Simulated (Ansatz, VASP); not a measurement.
**BP in VASP and in Ansatz**

POSCAR

```
BP
1.0
    0.0000000000      2.1782400000      2.2690000000
    2.1782400000      0.0000000000      2.2690000000
    2.1782400000      2.1782400000      0.0000000000
B P
1 1
Direct
    0.0000000000      0.0000000000      0.0000000000
    0.7500000000      0.7500000000      0.7500000000
```

The input INCAR.step1:

```
SYSTEM = BP
PREC     = Accurate       ! precision mode
ENCUT    = 520            ! plane-wave cutoff, eV
ISMEAR   = 0              ! smearing method
SIGMA    = 0.05           ! smearing width, eV
LREAL    = .False.        ! projectors in reciprocal space
LASPH    = .True.         ! aspherical terms in the spheres
NELM     = 80             ! most SCF steps
NBANDS   = 11             ! bands
GGA      = PE             ! functional
ALGO     = Normal         ! electronic algorithm
EDIFF    = 1E-4           ! SCF threshold, eV
LWAVE    = .True.         ! write WAVECAR
LCHARG   = .False.        ! write CHGCAR
```

The input INCAR.step2:

```
SYSTEM = BP
PREC     = Accurate       ! precision mode
ENCUT    = 520            ! plane-wave cutoff, eV
EDIFF    = 1E-6           ! SCF threshold, eV
ISMEAR   = 0              ! smearing method
SIGMA    = 0.05           ! smearing width, eV
LREAL    = .False.        ! projectors in reciprocal space
LASPH    = .True.         ! aspherical terms in the spheres
NELM     = 80             ! most SCF steps
ALGO     = Normal         ! electronic algorithm
ISIF     = 2              ! what is computed and relaxed
LWAVE    = .False.        ! write WAVECAR
LCHARG   = .False.        ! write CHGCAR
METAGGA  = R2SCAN         ! meta-GGA
LMIXTAU  = .True.       
NBANDS   = 11             ! bands
ISTART   = 1
```

Contents of KPOINTS:

```
Automatic mesh
0
Gamma
  10 10 10
  0 0 0
```

Input for Ansatz:

```yaml
crystal:
  lattice:
    - [0.0, 2.17824, 2.269]
    - [2.17824, 0.0, 2.269]
    - [2.17824, 2.17824, 0.0]
  atoms:
    - { symbol: B, position: [0.0, 0.0, 0.0] }
    - { symbol: P, position: [0.75, 0.75, 0.75] }
basis:
  ecutwfc: 500
kpoints:
  mp_grid: { grid: [10, 10, 10] }
hamiltonian:
  xc: r2scan
scf:
  occupations: { method: gaussian, width: 0.05 }
output:
  forces: true
  stress: true
  eigenvalues: true
  write_density: true
  write_potential: true
  elf: true
  volumetric_format: npy
```

Change from the starting cell: strain -0.040 along x and y, +0.000 along z, atoms carried along.

Alike in both runs: task single point; functional r2SCAN; k mesh 10 × 10 × 10; occupations gaussian, width 0.05 eV; no spin polarisation.

|  | VASP | Ansatz |
| --- | --- | --- |
| version | VASP 6.6.1 | Ansatz 0.2.0 |
| potentials or method | VASP PAW PBE potentials, release 64 (B, P), cutoff 520 eV | scalar-relativistic, plane waves, PAW |
| valence electrons in the cell | 8 | 8 |

|  | VASP | Ansatz | Ansatz less VASP |
| --- | --- | --- | --- |
| gap on the k mesh at the Fermi level (eV) | 1.00 | 0.97 | -0.029 |
| least direct gap on the mesh (eV) | 3.55 | 3.51 | -0.040 |
| pressure (GPa) | 15.2 | 15.9 | +0.62 |
| traceless stress, the component that is largest in VASP (GPa) | -8.90 | -8.86 | +0.042 |

VASP's potentials were made for PBE, not for r2SCAN.
